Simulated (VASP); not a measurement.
Here is a VASP 6.6.1 calculation.

Contents of INCAR:

```
ALGO     = Normal         # electronic algorithm
EDIFF    = 1E-6           # SCF threshold, eV
ENCUT    = 520            # plane-wave cutoff, eV
GGA      = PS             # functional
ISIF     = 2              # what is computed and relaxed
ISMEAR   = 0              # smearing method
LASPH    = T              # aspherical terms in the spheres
LCHARG   = F              # write CHGCAR
LREAL    = F              # projectors in reciprocal space
LWAVE    = F              # write WAVECAR
NBANDS   = 10             # bands
NELM     = 100            # most SCF steps
PREC     = Accurate       # precision mode
SIGMA    = 0.1            # smearing width, eV
```

KPOINTS

```
k-points
0
Gamma
  12 12 12
```

File POSCAR:

```
K
1.0
    0.0000000000      3.4521124792      3.4521124792
    3.4521124792      0.0000000000      3.4521124792
    3.4521124792      3.4521124792      0.0000000000
K
1
Direct
    0.0000000000      0.0000000000      0.0000000000
```

Potentials or basis: VASP PAW PBE potentials, release 64 (K_sv).

Command:

```sh
$ cat potpaw_PBE.64/K_sv/POTCAR > POTCAR
$ mpirun -np 1 vasp_std > vasp.out
```

**Question.** Estimate the band gap on the k mesh.

**Answer.** Zero (an odd number of electrons rules out a gap without spin polarisation).

**Question.** What does it give for the pressure?

**Answer.** -0.4 GPa.

Caveat: the cell differs from its parent crystal (strained); the PAW data sets were made with another functional, which shifts forces and pressure a little.
